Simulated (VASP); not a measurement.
# Zr2O (P4_2/nnm) in VASP: single point with r2SCAN

Aim: the single point of Zr2O with r2SCAN.

Everything below comes from runs of VASP 6.6.1. Logs are shortened: lines on timing, memory, paths and dates and some standing lists are left out, and cuts for length are marked.

## Step 1: The cell of the first run

The structure is tetragonal, space group P4_2/nnm (No. 134). Conventional cell: a = 4.458 Å, b = 4.458 Å, c = 5.233 Å, α = 90.00°, β = 90.00°, γ = 90.00°. Within 2.7 Å of Zr (site symmetry 2/m) lie 2 O at 2.05 Å. Within 2.7 Å of O (site symmetry -42m) lie 4 Zr at 2.05 Å.

## Step 2: Single point, r2SCAN (strain -0.080 along x and y, +0.080 along z)

Contents of POSCAR:

```
Zr2O
1.0
    4.4580671778      0.0000000000      0.0000000000
    0.0000000000      4.4580671778      0.0000000000
    0.0000000000      0.0000000000      5.2333832088
Zr O
4 2
Direct
    0.2500000000      0.2500000000      0.7500000000
    0.7500000000      0.2500000000      0.2500000000
    0.2500000000      0.7500000000      0.2500000000
    0.7500000000      0.7500000000      0.7500000000
    0.0000000000      0.0000000000      0.0000000000
    0.5000000000      0.5000000000      0.5000000000
```

Contents of INCAR.step1:

```
PREC = Accurate
ENCUT = 520
ISMEAR = 0
SIGMA = 0.15
LREAL = F
LASPH = T
NELM = 100
NBANDS = 39
GGA = PE
ALGO = Normal
EDIFF = 1E-4
LWAVE = T
LCHARG = F
```

Contents of INCAR.step2:

```
PREC = Accurate
ENCUT = 520
EDIFF = 1E-7
ISMEAR = 0
SIGMA = 0.15
LREAL = F
LASPH = T
NELM = 100
ALGO = Normal
ISIF = 2
LWAVE = F
LCHARG = F
METAGGA = R2SCAN
LMIXTAU = T
NBANDS = 39
ISTART = 1
```

Contents of KPOINTS:

```
regular mesh
0
Gamma
  10 10 10
```

Potentials or basis: VASP PAW PBE potentials, release 64 (Zr_sv, O).

On the command line:

```bash
> cat potpaw_PBE.64/Zr_sv/POTCAR potpaw_PBE.64/O/POTCAR > POTCAR
> cp INCAR.step1 INCAR
> mpirun -np 1 vasp_std > vasp.out
> cp INCAR.step2 INCAR
> mpirun -np 1 vasp_std > vasp.out
```

OUTCAR:

```text
PREC = Accurate
   ENCUT = 520
   EDIFF = 1E-7
   ISMEAR = 0
   LREAL = F
   LASPH = T
   NELM = 100
   ISIF = 2
   METAGGA = R2SCAN
   ISTART = 1

 ion  position               nearest neighbor table
   1  0.250  0.250  0.750-   5 2.05   6 2.05   4 3.15   4 3.15   4 3.15   4 3.15   3 3.44   3 3.44
                             3 3.44   3 3.44   2 3.44   2 3.44   2 3.44   2 3.44
   2  0.750  0.250  0.250-   5 2.05   6 2.05   3 3.15   3 3.15   3 3.15   3 3.15   4 3.44   1 3.44
                             4 3.44   4 3.44   1 3.44   4 3.44   1 3.44   1 3.44
   3  0.250  0.750  0.250-   5 2.05   6 2.05   2 3.15   2 3.15   2 3.15   2 3.15   4 3.44   1 3.44
                             1 3.44   1 3.44   4 3.44   4 3.44   4 3.44   1 3.44
   4  0.750  0.750  0.750-   5 2.05   6 2.05   1 3.15   1 3.15   1 3.15   1 3.15   3 3.44   2 3.44
                             2 3.44   2 3.44   3 3.44   3 3.44   3 3.44   2 3.44
   5  0.000  0.000  0.000-   1 2.05   2 2.05   3 2.05   4 2.05
   6  0.500  0.500  0.500-   1 2.05   2 2.05   3 2.05   4 2.05

  LATTYP: Found a simple tetragonal cell.
 ALAT       =     4.4580671778
 C/A-ratio  =     1.1739130435

  Lattice vectors:

 A1 = (   4.4580671778,   0.0000000000,   0.0000000000)
 A2 = (   0.0000000000,   4.4580671778,   0.0000000000)
 A3 = (   0.0000000000,   0.0000000000,   5.2333832088)

Analysis of symmetry for initial positions (statically):
=====================================================================
 Subroutine PRICEL returns:
 Original cell was already a primitive cell.

 Routine SETGRP: Setting up the symmetry group for a
 simple tetragonal supercell.

 Subroutine GETGRP returns: Found 16 space group operations
 (whereof  8 operations were pure point group operations)
 out of a pool of 16 trial point group operations.

The static configuration has the point symmetry D_2d.
 The point group associated with its full space group is D_4h.

Analysis of symmetry for dynamics (positions and initial velocities):
=====================================================================
 Subroutine PRICEL returns:
 Original cell was already a primitive cell.

 Routine SETGRP: Setting up the symmetry group for a
 simple tetragonal supercell.

 Subroutine GETGRP returns: Found 16 space group operations
 (whereof  8 operations were pure point group operations)
 out of a pool of 16 trial point group operations.

The dynamic configuration has the point symmetry D_2d.
 The point group associated with its full space group is D_4h.

 Subroutine INISYM returns: Found 16 space group operations
 (whereof  8 operations are pure point group operations),
 and found     1 'primitive' translations

----------------------------------------------------------------------------------------

                                     Primitive cell

  volume of cell :     104.0102

  direct lattice vectors                    reciprocal lattice vectors
     4.458067178  0.000000000  0.000000000     0.224312457  0.000000000  0.000000000
     0.000000000  4.458067178  0.000000000     0.000000000  0.224312457  0.000000000
     0.000000000  0.000000000  5.233383209     0.000000000  0.000000000  0.191080981

  length of vectors
     4.458067178  4.458067178  5.233383209     0.224312457  0.224312457  0.191080981

  position of ions in fractional coordinates (direct lattice)
     0.250000000  0.250000000  0.750000000
     0.750000000  0.250000000  0.250000000
     0.250000000  0.750000000  0.250000000
     0.750000000  0.750000000  0.750000000
     0.000000000  0.000000000  0.000000000
     0.500000000  0.500000000  0.500000000

  ion indices of the primitive-cell ions
   primitive index   ion index
                 1           1
                 2           2
                 3           3
                 4           4
                 5           5
                 6           6

----------------------------------------------------------------------------------------

 KPOINTS: regular mesh

Automatic generation of k-mesh.
 Grid dimensions read from file:
 generate k-points for:   10   10   10

 Generating k-lattice:

  Cartesian coordinates                     Fractional coordinates (reciprocal lattice)
     0.022431246  0.000000000  0.000000000     0.100000000  0.000000000  0.000000000
     0.000000000  0.022431246  0.000000000     0.000000000  0.100000000  0.000000000
     0.000000000  0.000000000  0.019108098     0.000000000  0.000000000  0.100000000

  Length of vectors
     0.022431246  0.022431246  0.019108098

  Shift w.r.t. Gamma in fractional coordinates (k-lattice)
     0.000000000  0.000000000  0.000000000

 Subroutine IBZKPT returns following result:
 ===========================================

 Found    126 irreducible k-points:

 Following reciprocal coordinates:
            Coordinates               Weight
  0.000000  0.000000  0.000000      1.000000
  0.100000  0.000000  0.000000      4.000000
  0.200000  0.000000  0.000000      4.000000
  0.300000  0.000000  0.000000      4.000000
  0.400000  0.000000  0.000000      4.000000
  0.500000  0.000000  0.000000      2.000000
[... 16 lines left out ...]
  0.100000  0.000000  0.100000      8.000000
  0.200000  0.000000  0.100000      8.000000
 [... further k-points ...]
   k-points           NKPTS =    126   k-points in BZ     NKDIM =    126   number of bands    NBANDS=     39
   number of dos      NEDOS =    301   number of ions     NIONS =      6
   total plane-waves  NPLWV =  51840
   dimension x,y,z NGX =    36 NGY =   36 NGZ =   40
   dimension x,y,z NGXF=    72 NGYF=   72 NGZF=   80
   ions per type =               4   2
   NGX,Y,Z   is equivalent  to a cutoff of  13.42, 13.42, 12.71 a.u.
   NGXF,Y,Z  is equivalent  to a cutoff of  26.85, 26.85, 25.41 a.u.
 SYSTEM =  unknown system
   PREC   = accura    normal or accurate (medium, high low for compatibility)
   ISTART =      1    job   : 0-new  1-cont  2-samecut
   ICHARG =      0    charge: 1-file 2-atom 10-const
   ISPIN  =      1    spin polarized calculation?
   LNONCOLLINEAR =      F non collinear calculations
   LSORBIT =      F    spin-orbit coupling
   LASPH  =      T    aspherical Exc in radial PAW
   ENCUT  =  520.0 eV  38.22 Ry    6.18 a.u.   8.29  8.29  9.73*2*pi/ulx,y,z
   NELM   =    100;   NELMIN=  2; NELMDL=  0     # of ELM steps
   EDIFF  = 0.1E-06   stopping-criterion for ELM
   LREAL  =      F    real-space projection
   EDIFFG = 0.1E-05   stopping-criterion for IOM
   NSW    =      0    number of steps for IOM
   IBRION =     -1    ionic relax: 0-MD 1-quasi-New 2-CG
   NFREE  =      0    steps in history (QN), initial steepest desc. (CG)
   ISIF   =      2    stress and relaxation
   ISYM   =      2    0-nonsym 1-usesym 2-fastsym
   POTIM  = 0.5000    time-step for ionic-motion
   TEBEG  =    0.0;   TEEND  =   0.0 temperature during run
   PSTRESS=    0.0 pullay stress
   NELECT =      60.0000    total number of electrons
   NUPDOWN=      -1.0000    fix difference up-down
   EMIN   =  10.00;   EMAX   =-10.00  energy-range for DOS
   EFERMI =   0.00;   METHOD = LEGACY
   ISMEAR =     0;   SIGMA  =   0.15  broadening in eV -4-tet -1-fermi 0-gaus
   EFERMI_NEDOS =   21; number of points for ismear=-14 and -15
   IALGO  =     38    algorithm
   IMIX   =      4    mixing-type and parameters
     AMIX     =   0.40;   BMIX     =  1.00
     AMIX_MAG =   1.60;   BMIX_MAG =  1.00
  volume/ion in A,a.u.               =      17.34       116.98
  Fermi-wavevector in a.u.,A,eV,Ry     =   1.362804  2.575326 25.269205  1.857234
  Thomas-Fermi vector in A             =   2.489262
   LORBIT       =      0    0 simple, 1 ext, 2 COOP (PROOUT), +10 PAW based schemes
   METAGGA = R2SCAN    functional components
   LHFCALC =     F    Hartree Fock is set to
   AEXX    =    0.0000 exact exchange contribution
   IVDW    =     0    specifies the selected vdW correction
   LEPSILON=     F    determine dielectric tensor
   LRPA    =     F    only Hartree local field effects (RPA)
 non-spin polarized calculation
 Gauss-broadening in eV      SIGMA  =   0.15
  energy-cutoff  :      520.00
  volume of cell :      104.01
 maximum number of plane-waves:      2824
 NGX is ok and might be reduce to    36
   NGX = 17   NGY = 17   NGZ = 19

 number of electron      59.9999994 magnetization

 Free energy of the ion-electron system (eV)
  ---------------------------------------------------
  ext. energy  EPLUGINS =         0.00000000
  ---------------------------------------------------
  free energy    TOTEN  =      -112.66225420 eV

  energy without entropy =     -112.58918435  energy(sigma->0) =     -112.62571928

 E-fermi :   9.1179     XC(G=0): -12.0559

 val. band max:        9.1177446071   @ k =   0.3000   0.0000   0.2000
 cond. band min:       9.1179762684   @ k =   0.5000   0.1000   0.3000
 fundamental gap:      0.0002316613
 Fermi energy:         9.1179340068

 k-point     1 :       0.0000    0.0000    0.0000
  band No.  band energies     occupation
      1     -41.5987      2.00000
      2     -41.4910      2.00000
      3     -41.4090      2.00000
      4     -41.4090      2.00000
      5     -20.6669      2.00000
      6     -19.3024      2.00000
[... 31 lines left out ...]
     38      13.2103      0.00000
     39      13.6238      0.00000

 k-point     2 :       0.1000    0.0000    0.0000
  band No.  band energies     occupation
      1     -41.5941      2.00000
      2     -41.4889      2.00000
      3     -41.4137      2.00000
      4     -41.4110      2.00000
      5     -20.6354      2.00000
      6     -19.2932      2.00000
[... 31 lines left out ...]
     38      13.1762      0.00000
     39      13.5919      0.00000

 k-point     3 :       0.2000    0.0000    0.0000
  band No.  band energies     occupation
      1     -41.5807      2.00000
      2     -41.4830      2.00000
      3     -41.4272      2.00000
      4     -41.4167      2.00000
      5     -20.5422      2.00000
      6     -19.2665      2.00000
[... 31 lines left out ...]
     38      12.9937      0.00000
     39      13.3721      0.00000

 k-point     4 :       0.3000    0.0000    0.0000
  band No.  band energies     occupation
      1     -41.5598      2.00000
      2     -41.4738      2.00000
      3     -41.4483      2.00000
      4     -41.4256      2.00000
      5     -20.3914      2.00000
      6     -19.4377      2.00000
[... 31 lines left out ...]
     38      12.3898      0.00000
     39      12.9631      0.00000
[... 754 lines left out ...]
     38      13.4269      0.00000
     39      13.4269      0.00000

 k-point    23 :       0.1000    0.0000    0.1000
  band No.  band energies     occupation
      1     -41.5916      2.00000
      2     -41.4915      2.00000
      3     -41.4136      2.00000
      4     -41.4110      2.00000
      5     -20.6088      2.00000
      6     -19.3386      2.00000
[... 31 lines left out ...]
     38      13.3883      0.00000
     39      13.4183      0.00000

 k-point    24 :       0.2000    0.0000    0.1000
  band No.  band energies     occupation
      1     -41.5784      2.00000
      2     -41.4854      2.00000
      3     -41.4270      2.00000
      4     -41.4169      2.00000
      5     -20.5188      2.00000
      6     -19.3513      2.00000
[... 31 lines left out ...]
     38      13.0229      0.00000
     39      13.3259      0.00000

 [... further k-points ...]

------------------------ aborting loop because EDIFF is reached ----------------------------------------

  FORCE on cell =-STRESS in cart. coord.  units (eV):
  Direction    XX          YY          ZZ          XY          YZ          ZX
  --------------------------------------------------------------------------------------
  -------------------------------------------------------------------------------------
  Total       11.4039938     11.4039938      3.1717649      0.0000000      0.0000000      0.0000000
  in kB      175.6676537    175.6676537     48.8580147      0.0000000      0.0000000      0.0000000
  external PRESSURE =     133.3977741 kB  Pullay stress =       0.0000000 kB

 VOLUME and BASIS-vectors are now :
 -----------------------------------------------------------------------------
  energy-cutoff  :      520.00
  volume of cell :      104.01
      direct lattice vectors                 reciprocal lattice vectors
     4.458067178  0.000000000  0.000000000     0.224312457  0.000000000  0.000000000
     0.000000000  4.458067178  0.000000000     0.000000000  0.224312457  0.000000000
     0.000000000  0.000000000  5.233383209     0.000000000  0.000000000  0.191080981

 POSITION                                       TOTAL-FORCE (eV/Angst)
 -----------------------------------------------------------------------------------
      1.11452      1.11452      3.92504         0.000000     -0.000000     -0.000000
      3.34355      1.11452      1.30835         0.000000      0.000000      0.000000
      1.11452      3.34355      1.30835        -0.000000      0.000000     -0.000000
      3.34355      3.34355      3.92504         0.000000     -0.000000      0.000000
      0.00000      0.00000      0.00000        -0.000000     -0.000000      0.000000
      2.22903      2.22903      2.61669        -0.000000     -0.000000      0.000000
 -----------------------------------------------------------------------------------
    total drift:                                0.000000     -0.000000      0.000000

  FREE ENERGIE OF THE ION-ELECTRON SYSTEM (eV)
  ---------------------------------------------------
  free  energy   TOTEN  =      -112.6622542040 eV

  energy  without entropy=     -112.5891843500  energy(sigma->0) =     -112.62571928
```

Wall time 32 min (1 thread of AMD EPYC 7R13 (Zen 3), shared host); peak memory 0.46 GiB.

Results:

| Item | Value |
| --- | --- |
| Free energy | -112.6623 eV |
| Pressure | 13.3 GPa |
| Band gap on the k mesh | zero (band 30 reaches 9.76 eV, above the bottom of band 31 at 8.59 eV) |

Caveat: the cell differs from its parent crystal (strain -0.080 along x and y, +0.080 along z); the PAW data sets were made with another functional, which shifts forces and pressure a little.
